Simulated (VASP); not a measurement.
Input of a VASP 6.6.1 run:

The input INCAR:

```
SYSTEM = Hf2C
PREC = Accurate
ENCUT = 600
EDIFF = 1E-7
ISMEAR = 0
SIGMA = 0.1
LREAL = .FALSE.
LASPH = .TRUE.
NELM = 60
ALGO = Normal
ISIF = 3
LWAVE = .FALSE.
LCHARG = .FALSE.
GGA = PE
IBRION = 2
NSW = 90
EDIFFG = -0.04
```

KPOINTS

```
regular mesh
0
G
  6 6 6
  0 0 0
```

Contents of POSCAR:

```
Hf2C
1.0
    4.2282435300      0.0000000000      0.0000000000
   -2.1141217700      3.6617663100      0.0000000000
    0.0000000000      0.0000000000      3.1520395600
Hf C
2 1
Direct
    0.3333333300      0.6666666700      0.5000000000
    0.6666666700      0.3333333300      0.5000000000
    0.0000000000      0.0000000000      0.0000000000
```

Potentials or basis: VASP PAW PBE potentials, release 64 (Hf_pv, C).

The run is started by

```bash
$ cat potpaw_PBE.64/Hf_pv/POTCAR potpaw_PBE.64/C/POTCAR > POTCAR
$ mpirun -np 1 vasp_std > vasp.out
```

(1) Estimate the relaxed volume.

(2) What does it give for the relaxed cell?

(3) Predict the band gap on the k mesh.

(4) Estimate the space group after relaxing (to 0.05 Å).

Results:

(1) 17.10 Å³/atom.

(2) a = 4.637 Å, b = 4.637 Å, c = 2.755 Å, α = 90.00°, β = 90.00°, γ = 120.00°.

(3) zero (band 12 reaches 5.24 eV, above the bottom of band 13 at 4.73 eV).

(4) P6/mmm (No. 191).

Caveat: spin-orbit coupling is left out, which moves the levels of the heavy elements.
